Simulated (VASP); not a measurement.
TaN: single point with PBEsol+U

Crystal: TaN.

```
Ta N
1.0
     0.00000    2.05281    2.05281
     2.05281    0.00000    2.05281
     2.05281    2.05281    0.00000
Ta N
1 1
Direct
  0.50000 0.50000 0.50000
  0.00000 0.00000 0.00000
```

This cell differs from its parent crystal: volume scaled by 0.8.

| Quantity | Value |
| --- | --- |
| Program | VASP 6.6.1 |
| Task | single point |
| Functional | PBEsol |
| Potentials or basis | VASP PAW PBE potentials, release 64 (Ta_pv, N) |
| Cutoff | 520 eV |
| k mesh | 7 × 7 × 7 |
| Occupations | fermi-dirac, width 0.02 eV |
| Spin | non-collinear spin, zero start, spin-orbit coupling |
| Starting moments | [[0.0, 0.0, 0.0], [0.0, 0.0, 0.0]] μB |
| Hubbard terms | Ta d U = 4.0 eV |
| Dipole correction | no |
| Further INCAR settings | ALGO = Normal; EDIFF = 1e-07; NBANDS = 28 |

```
Pressure                                              : 125.8 GPa
Net moment                                            : 0.00 μB per cell
Valence electrons inside the program's atomic spheres : Ta 9.43; N 3.98
```

Moments on the atoms (μB; x, y, z):
```
Ta  0.00 0.00 0.00
N   0.00 0.00 0.00
```

Run time: 28 s on 1 thread of Intel(R) Xeon(R) Platinum 8259CL CPU @ 2.50GHz (Skylake/Cascade Lake), on a shared host, peak memory 0.2 GiB.

Caveat: the k points lie up to 0.38 Å⁻¹ apart; the PAW data sets were made with another functional, which shifts forces and pressure a little. The state reached can hang on the start; a lower one may exist.
